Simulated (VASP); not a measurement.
Input of a VASP 6.6.1 run:

INCAR

```
SYSTEM = AlNi3
ALGO     = Normal         ! electronic algorithm
EDIFF    = 1E-6           ! SCF threshold, eV
ENCUT    = 520            ! plane-wave cutoff, eV
GGA      = PE             ! functional
ISIF     = 2              ! what is computed and relaxed
ISMEAR   = 0              ! smearing method
ISPIN    = 2              ! spin polarisation
LASPH    = .TRUE.         ! aspherical terms in the spheres
LCHARG   = .FALSE.        ! write CHGCAR
LMAXMIX  = 4              ! l up to which the mixer works
LORBIT   = 11             ! projections on sites
LREAL    = .FALSE.        ! projectors in reciprocal space
LWAVE    = .FALSE.        ! write WAVECAR
MAGMOM   = 0 0.3 0.3 0.3  ! initial moments
NBANDS   = 28             ! bands
NELM     = 150            ! most SCF steps
PREC     = Accurate       ! precision mode
SIGMA    = 0.15           ! smearing width, eV
```

File KPOINTS:

```
k-points
0
G
  14 14 14
  0 0 0
```

Contents of POSCAR:

```
AlNi3
1.0
    3.2813445805      0.0000000000      0.0000000000
    0.0000000000      3.2813445805      0.0000000000
    0.0000000000      0.0000000000      3.8520132031
Al Ni
1 3
Direct
    0.0000000000      0.0000000000      0.0000000000
    0.0000000000      0.5000000000      0.5000000000
    0.5000000000      0.0000000000      0.5000000000
    0.5000000000      0.5000000000      0.0000000000
```

Potentials or basis: VASP PAW PBE potentials, release 64 (Al, Ni).

The run is started by

```sh
$ cat potpaw_PBE.64/Al/POTCAR potpaw_PBE.64/Ni/POTCAR > POTCAR
$ mpirun -np 1 vasp_std > vasp.out
```

What does it give for the net moment?

0.01 μB per cell.

What does it give for the pressure?

22.0 GPa.

Stress tensor (GPa, compression positive):
```
31.18  0.00  0.00
 0.00 31.18  0.00
 0.00  0.00  3.53
```

Caveat: the cell differs from its parent crystal (strain -0.080 along x and y, +0.080 along z); the cell stands under pressure.
